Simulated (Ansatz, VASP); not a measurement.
# As in VASP and in Ansatz

```
As
1.0
     3.15700    0.00000    0.00000
    -1.57850    2.73404    0.00000
     0.00000    0.00000    4.81785
As
2
Direct
  0.33333 0.66667 0.25000
  0.66667 0.33333 0.75000
```

Alike in both runs: task single point; functional PBE; k mesh 13 × 13 × 8; occupations fermi-dirac, width 0.1 eV; no spin polarisation.

```csv
,VASP,Ansatz
version,VASP 6.6.1,Ansatz 0.2.0
potentials or method,"VASP PAW PBE potentials, release 64 (As), cutoff 520 eV","plane waves (420 eV) with PAW, scalar-relativistic"
valence electrons in the cell,10,30
```

```csv
,VASP,Ansatz,Ansatz less VASP
pressure (GPa),-5.0,-5.0,0.00
"traceless stress, the component that is largest in VASP (GPa)",0.44,0.43,-0.009
```

With one functional, cell and mesh, what is left measures potentials, basis and numerics. VASP's potentials hold 10 valence electrons a cell and Ansatz's 30, so a difference there can come from the potentials and not from the codes.
